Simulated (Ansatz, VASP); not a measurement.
Be3AgS4: VASP beside Ansatz

```
Be Ag S
1.0
     5.25297    0.00000    0.00000
     0.00000    5.25297    0.00000
     0.00000    0.00000    5.25297
Be Ag S
3 1 4
Direct
  0.00000 0.50000 0.50000
  0.50000 0.00000 0.50000
  0.50000 0.50000 0.00000
  0.50000 0.50000 0.50000
  0.50000 0.00000 0.00000
  0.00000 0.50000 0.00000
  0.00000 0.00000 0.50000
  0.00000 0.00000 0.00000
```

Alike in both runs: task single point; functional PBE; k mesh 4 × 4 × 4; occupations gaussian, width 0.1 eV; no spin polarisation.

|  | VASP | Ansatz |
| --- | --- | --- |
| version | VASP 6.6.1 | Ansatz 0.2.0 |
| potentials or method | VASP PAW PBE potentials, release 64 (Be, Ag, S), cutoff 520 eV | scalar-relativistic, plane waves, PAW |
| valence electrons in the cell | 41 | 49 |

```tsv
	VASP	Ansatz	Ansatz less VASP
gap on the k mesh at the Fermi level (eV)	none	none	-
pressure (GPa)	-12.3	-12.3	+0.04
```

A gap of «none» marks a metal or a gap that the smearing closes. With one functional, cell and mesh, what is left measures potentials, basis and numerics. VASP's potentials hold 41 valence electrons a cell and Ansatz's 49, so a difference there can come from the potentials and not from the codes.
